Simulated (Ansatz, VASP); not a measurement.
**One calculation of CoO, two programs**

File INCAR:

```
PREC = Accurate ; ENCUT = 520
EDIFF = 1E-6 ; ISMEAR = -1
SIGMA = 0.05 ; LREAL = False
LASPH = True ; NELM = 150
ALGO = Normal ; ISIF = 2
LWAVE = False ; LCHARG = False
ISPIN = 2 ; MAGMOM = 2 0
LORBIT = 11 ; LMAXMIX = 4
GGA = PE ; NBANDS = 18
```

File KPOINTS:

```
Automatic mesh
0
Gamma
  11 11 11
```

The input POSCAR:

```
CoO
1.0
    0.0000000000      2.1315000000      2.1315000000
    2.1315000000      0.0000000000      2.1315000000
    2.1315000000      2.1315000000      0.0000000000
Co O
1 1
Direct
   -0.0073950000      0.0082970000      0.0150690000
    0.4971250000      0.5171570000      0.4953140000
```

The input input.yaml:

```yaml
crystal:
  lattice:
    - [0.0, 2.1315, 2.1315]
    - [2.1315, 0.0, 2.1315]
    - [2.1315, 2.1315, 0.0]
  atoms:
    - { symbol: Co, position: [-0.007395, 0.008297, 0.015069], spin: 2.0 }
    - { symbol: O, position: [0.497125, 0.517157, 0.495314] }
kpoints:
  mp_grid: { grid: [11, 11, 11] }
scf:
  occupations: { method: fermi_dirac, width: 0.05 }
hamiltonian:
  xc: pbe
  pseudopotentials: { kind: all_electron, lapw: { basis_error: 0.001 } }
magnetization:
  spin_polarized: true
output:
  forces: true
  stress: true
  eigenvalues: true
  populations: true
```

Change from the starting cell: atoms moved at random, drawn with an rms of 0.05 Å.

Alike in both runs: task single point; functional PBE; k mesh 11 × 11 × 11; occupations fermi-dirac, width 0.05 eV; collinear spin.

|  | VASP | Ansatz |
| --- | --- | --- |
| version | VASP 6.6.1 | Ansatz 0.2.0 |
| potentials or method | VASP PAW PBE potentials, release 64 (Co, O), cutoff 520 eV | all-electron LAPW, scalar-relativistic |

Ansatz gave:

* gap on the k mesh at the Fermi level (eV): none
* pressure (GPa): -1.7
* traceless stress, the component that is largest in VASP (GPa): 0.08
* rms of the force components (eV/Å): 0.035
* net moment per atom (μB): 1.46
* size of the moment on the site where the two differ most (μB): 2.59

Question: Which values does VASP return?

Answer: gap on the k mesh at the Fermi level (eV): none; pressure (GPa): -2.4; traceless stress, the component that is largest in VASP (GPa): 0.09; rms of the force components (eV/Å): 0.032; net moment per atom (μB): 1.45; size of the moment on the site where the two differ most (μB): 2.56.

Site moments also hang on the region over which each program counts them. Atom by atom the forces differ by 0.003 eV/Å (rms over components). A gap of «none» marks a metal or a gap that the smearing closes. Ansatz ran all-electron here, and VASP with PAW potentials.
